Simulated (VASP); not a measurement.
# Sc (Fm-3m) in VASP: notebook

Sc is run at these levels: PBEsol; tasks: single point.

Program: VASP 6.6.1. These are calculated values, not measurements. Logs are shortened: lines on timing, memory, paths and dates and some standing lists are left out, and cuts for length are marked.

## Step 1: The cell of the first run

The structure is cubic, space group Fm-3m (No. 225). The conventional cell has a = 4.511 Å, b = 4.511 Å, c = 4.511 Å, α = 90.00°, β = 90.00°, γ = 90.00°. Sc (site symmetry m-3m) has 12 Sc at 3.19 Å within 4.2 Å.

## Step 2: Single point, PBEsol (volume scaled by 0.98)

INCAR reads:

```
ALGO     = Normal         # electronic algorithm
EDIFF    = 1E-6           # SCF threshold, eV
ENCUT    = 520            # plane-wave cutoff, eV
GGA      = PS             # functional
ISIF     = 2              # what is computed and relaxed
ISMEAR   = -1             # smearing method
LASPH    = T              # aspherical terms in the spheres
LCHARG   = T              # write CHGCAR
LELF     = T              # ELF
LREAL    = F              # projectors in reciprocal space
LVHAR    = T            
LWAVE    = F              # write WAVECAR
NBANDS   = 12             # bands
NELM     = 80             # most SCF steps
PREC     = Accurate       # precision mode
SIGMA    = 0.03           # smearing width, eV
```

KPOINTS reads:

```
k-points
0
Gamma
  12 12 12
```

POSCAR reads:

```
Sc
1.0
    0.0000000000      2.2552612858      2.2552612858
    2.2552612858      0.0000000000      2.2552612858
    2.2552612858      2.2552612858      0.0000000000
Sc
1
Direct
    0.0000000000      0.0000000000      0.0000000000
```

Potentials or basis: VASP PAW PBE potentials, release 64 (Sc_sv).

Launch:

```
cat potpaw_PBE.64/Sc_sv/POTCAR > POTCAR
mpirun -np 1 vasp_std > vasp.out
```

OUTCAR:

```text
EDIFF = 1E-6
   ENCUT = 520
   GGA = PS
   ISIF = 2
   ISMEAR = -1
   LASPH = T
   LREAL = F
   NELM = 80
   PREC = Accurate

 ion  position               nearest neighbor table
   1  0.000  0.000  0.000-

  LATTYP: Found a face centered cubic cell.
 ALAT       =     4.5105225716

  Lattice vectors:

 A1 = (   0.0000000000,   2.2552612858,   2.2552612858)
 A2 = (   2.2552612858,   0.0000000000,   2.2552612858)
 A3 = (   2.2552612858,   2.2552612858,   0.0000000000)

Analysis of symmetry for initial positions (statically):
=====================================================================
 Subroutine PRICEL returns:
 Original cell was already a primitive cell.

 Routine SETGRP: Setting up the symmetry group for a
 face centered cubic supercell.

 Subroutine GETGRP returns: Found 48 space group operations
 (whereof 48 operations were pure point group operations)
 out of a pool of 48 trial point group operations.

The static configuration has the point symmetry O_h .

Analysis of symmetry for dynamics (positions and initial velocities):
=====================================================================
 Subroutine PRICEL returns:
 Original cell was already a primitive cell.

 Routine SETGRP: Setting up the symmetry group for a
 face centered cubic supercell.

 Subroutine GETGRP returns: Found 48 space group operations
 (whereof 48 operations were pure point group operations)
 out of a pool of 48 trial point group operations.

The dynamic configuration has the point symmetry O_h .

 Subroutine INISYM returns: Found 48 space group operations
 (whereof 48 operations are pure point group operations),
 and found     1 'primitive' translations

----------------------------------------------------------------------------------------

                                     Primitive cell

  volume of cell :      22.9414

  direct lattice vectors                    reciprocal lattice vectors
     0.000000000  2.255261286  2.255261286    -0.221703801  0.221703801  0.221703801
     2.255261286  0.000000000  2.255261286     0.221703801 -0.221703801  0.221703801
     2.255261286  2.255261286  0.000000000     0.221703801  0.221703801 -0.221703801

  length of vectors
     3.189421097  3.189421097  3.189421097     0.384002248  0.384002248  0.384002248

  position of ions in fractional coordinates (direct lattice)
     0.000000000  0.000000000  0.000000000

  ion indices of the primitive-cell ions
   primitive index   ion index
                 1           1

----------------------------------------------------------------------------------------

 KPOINTS: k-points

Automatic generation of k-mesh.
 Grid dimensions read from file:
 generate k-points for:   12   12   12

 Generating k-lattice:

  Cartesian coordinates                     Fractional coordinates (reciprocal lattice)
    -0.018475317  0.018475317  0.018475317     0.083333333  0.000000000  0.000000000
     0.018475317 -0.018475317  0.018475317     0.000000000  0.083333333  0.000000000
     0.018475317  0.018475317 -0.018475317     0.000000000  0.000000000  0.083333333

  Length of vectors
     0.032000187  0.032000187  0.032000187

  Shift w.r.t. Gamma in fractional coordinates (k-lattice)
     0.000000000  0.000000000  0.000000000

 Subroutine IBZKPT returns following result:
 ===========================================

 Found     72 irreducible k-points:

 Following reciprocal coordinates:
            Coordinates               Weight
  0.000000  0.000000  0.000000      1.000000
  0.083333  0.000000  0.000000      8.000000
  0.166667  0.000000  0.000000      8.000000
  0.250000  0.000000  0.000000      8.000000
  0.333333  0.000000  0.000000      8.000000
  0.416667  0.000000  0.000000      8.000000
[... 16 lines left out ...]
  0.500000  0.166667  0.000000     24.000000
 -0.416667  0.166667  0.000000     24.000000
 [... further k-points ...]
   k-points           NKPTS =     72   k-points in BZ     NKDIM =     72   number of bands    NBANDS=     12
   number of dos      NEDOS =    301   number of ions     NIONS =      1
   total plane-waves  NPLWV =  13824
   dimension x,y,z NGX =    24 NGY =   24 NGZ =   24
   dimension x,y,z NGXF=    48 NGYF=   48 NGZF=   48
   ions per type =               1
   NGX,Y,Z   is equivalent  to a cutoff of  12.51, 12.51, 12.51 a.u.
   NGXF,Y,Z  is equivalent  to a cutoff of  25.02, 25.02, 25.02 a.u.
 SYSTEM =  unknown system
   PREC   = accura    normal or accurate (medium, high low for compatibility)
   ISTART =      0    job   : 0-new  1-cont  2-samecut
   ICHARG =      2    charge: 1-file 2-atom 10-const
   ISPIN  =      1    spin polarized calculation?
   LNONCOLLINEAR =      F non collinear calculations
   LSORBIT =      F    spin-orbit coupling
   LASPH  =      T    aspherical Exc in radial PAW
   ENCUT  =  520.0 eV  38.22 Ry    6.18 a.u.   5.93  5.93  5.93*2*pi/ulx,y,z
   NELM   =     80;   NELMIN=  2; NELMDL= -5     # of ELM steps
   EDIFF  = 0.1E-05   stopping-criterion for ELM
   LREAL  =      F    real-space projection
   EDIFFG = 0.1E-04   stopping-criterion for IOM
   NSW    =      0    number of steps for IOM
   IBRION =     -1    ionic relax: 0-MD 1-quasi-New 2-CG
   NFREE  =      0    steps in history (QN), initial steepest desc. (CG)
   ISIF   =      2    stress and relaxation
   ISYM   =      2    0-nonsym 1-usesym 2-fastsym
   POTIM  = 0.5000    time-step for ionic-motion
   TEBEG  =    0.0;   TEEND  =   0.0 temperature during run
   PSTRESS=    0.0 pullay stress
   NELECT =      11.0000    total number of electrons
   NUPDOWN=      -1.0000    fix difference up-down
   EMIN   =  10.00;   EMAX   =-10.00  energy-range for DOS
   EFERMI =   0.00;   METHOD = LEGACY
   ISMEAR =    -1;   SIGMA  =   0.03  broadening in eV -4-tet -1-fermi 0-gaus
   EFERMI_NEDOS =   21; number of points for ismear=-14 and -15
   IALGO  =     38    algorithm
   IMIX   =      4    mixing-type and parameters
     AMIX     =   0.40;   BMIX     =  1.00
     AMIX_MAG =   1.60;   BMIX_MAG =  1.00
  volume/ion in A,a.u.               =      22.94       154.82
  Fermi-wavevector in a.u.,A,eV,Ry     =   1.281343  2.421388 22.338601  1.641841
  Thomas-Fermi vector in A             =   2.413719
   LORBIT       =      0    0 simple, 1 ext, 2 COOP (PROOUT), +10 PAW based schemes
   GGA     = PS    functional components
   LHFCALC =     F    Hartree Fock is set to
   AEXX    =    0.0000 exact exchange contribution
   IVDW    =     0    specifies the selected vdW correction
   LEPSILON=     F    determine dielectric tensor
   LRPA    =     F    only Hartree local field effects (RPA)
 non-spin polarized calculation
  energy-cutoff  :      520.00
  volume of cell :       22.94
 maximum number of plane-waves:       636
   NGX = 11   NGY = 11   NGZ = 11

 number of electron      11.0000001 magnetization

 Free energy of the ion-electron system (eV)
  ---------------------------------------------------
  ext. energy  EPLUGINS =         0.00000000
  ---------------------------------------------------
  free energy    TOTEN  =        -6.55859366 eV

  energy without entropy =       -6.55351725  energy(sigma->0) =       -6.55605545

 E-fermi :   4.0665     XC(G=0): -10.2845

 val. band max:        4.0251281282   @ k =  -0.4167   0.1667   0.0000
 cond. band min:       4.0747687972   @ k =  -0.4167   0.1667   0.0833
 fundamental gap:      0.0496406691
 Fermi energy:         4.0665152045

 k-point     1 :       0.0000    0.0000    0.0000
  band No.  band energies     occupation
      1     -44.9715      2.00000
      2     -23.4273      2.00000
      3     -23.4273      2.00000
      4     -23.4273      2.00000
      5      -1.2660      2.00000
      6       5.7362      0.00000
      7       5.7362      0.00000
      8       5.7362      0.00000
      9       7.2576      0.00000
     10       7.2576      0.00000
     11      16.9839      0.00000
     12      20.6404      0.00000

 k-point     2 :       0.0833    0.0000    0.0000
  band No.  band energies     occupation
      1     -44.9660      2.00000
      2     -23.4629      2.00000
      3     -23.4318      2.00000
      4     -23.4318      2.00000
      5      -1.0779      2.00000
      6       5.5936      0.00000
      7       5.8065      0.00000
      8       5.8065      0.00000
      9       7.2076      0.00000
     10       7.2076      0.00000
     11      17.1714      0.00000
     12      19.3159      0.00000

 k-point     3 :       0.1667    0.0000    0.0000
  band No.  band energies     occupation
      1     -44.9510      2.00000
      2     -23.5590      2.00000
      3     -23.4440      2.00000
      4     -23.4440      2.00000
      5      -0.5389      2.00000
      6       5.2389      0.00000
      7       5.9463      0.00000
      8       5.9463      0.00000
      9       7.1482      0.00000
     10       7.1482      0.00000
     11      16.9348      0.00000
     12      17.8993      0.00000

 k-point     4 :       0.2500    0.0000    0.0000
  band No.  band energies     occupation
      1     -44.9305      2.00000
      2     -23.6882      2.00000
      3     -23.4605      2.00000
      4     -23.4605      2.00000
      5       0.2699      2.00000
      6       4.8291      0.00000
      7       5.9588      0.00000
      8       5.9588      0.00000
      9       7.3066      0.00000
     10       7.3066      0.00000
     11      15.1331      0.00000
     12      17.6715      0.00000

 k-point     5 :       0.3333    0.0000    0.0000
  band No.  band energies     occupation
      1     -44.9098      2.00000
      2     -23.8148      2.00000
      3     -23.4770      2.00000
      4     -23.4770      2.00000
      5       1.1862      2.00000
      6       4.5197      0.00000
      7       5.8134      0.00000
      8       5.8134      0.00000
      9       7.7019      0.00000
     10       7.7019      0.00000
     11      13.3718      0.00000
     12      17.0798      0.00000
[... 228 lines left out ...]
      1     -44.9100      2.00000
      2     -23.7416      2.00000
      3     -23.5139      2.00000
      4     -23.5118      2.00000
      5       1.1005      2.00000
      6       4.3679      0.00009
      7       5.5558      0.00000
      8       6.3814      0.00000
      9       7.2590      0.00000
     10       7.9145      0.00000
     11      14.7844      0.00000
     12      17.5478      0.00000

 k-point    22 :       0.4167    0.1667    0.0000
  band No.  band energies     occupation
      1     -44.8930      2.00000
      2     -23.8323      2.00000
      3     -23.5426      2.00000
      4     -23.5222      2.00000
      5       1.9643      2.00000
      6       4.1349      0.18574
      7       5.2723      0.00000
      8       6.2497      0.00000
      9       7.9906      0.00000
     10       8.2148      0.00000
     11      12.9243      0.00000
     12      16.8698      0.00000

 k-point    23 :       0.5000    0.1667    0.0000
  band No.  band energies     occupation
      1     -44.8824      2.00000
      2     -23.8860      2.00000
      3     -23.5694      2.00000
      4     -23.5222      2.00000
      5       2.6178      2.00000
      6       3.9796      1.89531
      7       5.1982      0.00000
      8       6.1133      0.00000
      9       8.2909      0.00000
     10       8.7253      0.00000
     11      11.5657      0.00000
     12      16.3053      0.00000

 k-point    24 :      -0.4167    0.1667    0.0000
  band No.  band energies     occupation
      1     -44.8810      2.00000
      2     -23.8904      2.00000
      3     -23.5862      2.00000
      4     -23.5118      2.00000
      5       2.7423      2.00000
      6       4.0251      1.59784
      7       5.1608      0.00000
      8       6.0540      0.00000
      9       8.0376      0.00000
     10       9.0547      0.00000
     11      11.4038      0.00000
     12      15.9388      0.00000

 [... further k-points ...]

------------------------ aborting loop because EDIFF is reached ----------------------------------------

  FORCE on cell =-STRESS in cart. coord.  units (eV):
  Direction    XX          YY          ZZ          XY          YZ          ZX
  --------------------------------------------------------------------------------------
  -------------------------------------------------------------------------------------
  Total        0.2324814      0.2324814      0.2324814     -0.0000000     -0.0000000      0.0000000
  in kB       16.2359692     16.2359692     16.2359692     -0.0000000     -0.0000000      0.0000000
  external PRESSURE =      16.2359692 kB  Pullay stress =       0.0000000 kB

 VOLUME and BASIS-vectors are now :
 -----------------------------------------------------------------------------
  energy-cutoff  :      520.00
  volume of cell :       22.94
      direct lattice vectors                 reciprocal lattice vectors
     0.000000000  2.255261286  2.255261286    -0.221703801  0.221703801  0.221703801
     2.255261286  0.000000000  2.255261286     0.221703801 -0.221703801  0.221703801
     2.255261286  2.255261286  0.000000000     0.221703801  0.221703801 -0.221703801

 POSITION                                       TOTAL-FORCE (eV/Angst)
 -----------------------------------------------------------------------------------
      0.00000      0.00000      0.00000        -0.000000      0.000000     -0.000000
 -----------------------------------------------------------------------------------
    total drift:                               -0.000000      0.000000      0.000000

  FREE ENERGIE OF THE ION-ELECTRON SYSTEM (eV)
  ---------------------------------------------------
  free  energy   TOTEN  =        -6.5585936611 eV

  energy  without entropy=       -6.5535172473  energy(sigma->0) =       -6.55605545
```

Run time: 8.2 s. Hardware: 1 thread of Intel Xeon Platinum 8375C at 2.90GHz (Ice Lake), shared host; peak memory 0.15 GiB.

What came out:

| Property | Result |
| --- | --- |
| Free energy | -6.5586 eV |
| Pressure | 1.6 GPa |

Caveat: the cell differs from its parent crystal (volume scaled by 0.98); the PAW data sets were made with another functional, which shifts forces and pressure a little.

## Step 3: Single point, PBEsol

This run uses another cell than the first one, of 23.41 Å³/atom, 1.020 times its volume.

INCAR reads:

```
PREC = Accurate
ENCUT = 520
EDIFF = 1E-7
ISMEAR = -1
SIGMA = 0.03
LREAL = F
LASPH = T
NELM = 100
ALGO = Normal
ISIF = 2
LWAVE = F
LCHARG = F
GGA = PS
NBANDS = 12
```

KPOINTS reads:

```
regular mesh
0
Gamma
  12 12 12
```

POSCAR reads:

```
Sc
1.0
    0.0000000000      2.2705000000      2.2705000000
    2.2705000000      0.0000000000      2.2705000000
    2.2705000000      2.2705000000      0.0000000000
Sc
1
Direct
    0.0000000000      0.0000000000      0.0000000000
```

Potentials or basis: VASP PAW PBE potentials, release 64 (Sc_sv).

Launch:

```
cat potpaw_PBE.64/Sc_sv/POTCAR > POTCAR
mpirun -np 1 vasp_std > vasp.out
```

Run time: 8.3 s. Hardware: 1 thread of Intel Xeon Platinum 8375C at 2.90GHz (Ice Lake), shared host; peak memory 0.14 GiB.

Results (log left out):

```yaml
Free_energy: -6.5619 eV
Pressure: 0.5 GPa
```

Levels at points of the mesh, in eV from the Fermi level:
```tsv
k point	band 1	band 2	band 3	band 4	band 5	band 6	band 7	band 8	band 9	band 10
(0.00, 0.00, 0.00)	-49.09	-27.56	-27.56	-27.56	-5.29	1.64	1.64	1.64	3.12	3.12
(0.50, 0.00, 0.00)	-49.01	-28.04	-27.62	-27.62	-1.84	0.34	1.52	1.52	4.09	4.09
(0.50, 0.50, 0.00)	-48.99	-28.01	-27.73	-27.73	-1.64	-0.71	2.10	4.09	4.35	4.35
```

Caveat: the PAW data sets were made with another functional, which shifts forces and pressure a little.
